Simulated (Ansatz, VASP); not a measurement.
# Pt: VASP beside Ansatz

```
Pt
1.0
     0.00000    2.95610    2.95610
     2.95610    0.00000    2.95610
     2.95610    2.95610    0.00000
Pt
2
Direct
  0.12500 0.12500 0.12500
  0.87500 0.87500 0.87500
```

Alike in both runs: task single point; functional PBEsol; k mesh 11 × 11 × 11; occupations fermi-dirac, width 0.1 eV; no spin polarisation.

|  | VASP | Ansatz |
| --- | --- | --- |
| version | VASP 6.6.1 | Ansatz 0.2.0 |
| potentials or method | VASP PAW PBE potentials, release 64 (Pt), cutoff 520 eV | plane waves (420 eV) with PAW, scalar-relativistic |
| valence electrons in the cell | 20 | 36 |

|  | VASP | Ansatz | Ansatz less VASP |
| --- | --- | --- | --- |
| pressure (GPa) | -11.4 | -11.2 | +0.21 |

VASP's potentials were made for PBE, not for PBEsol, and Ansatz warns of the same on its side. With one functional, cell and mesh, what is left measures potentials, basis and numerics. VASP's potentials hold 20 valence electrons a cell and Ansatz's 36, so a difference there can come from the potentials and not from the codes.

Spin-orbit coupling is off throughout.
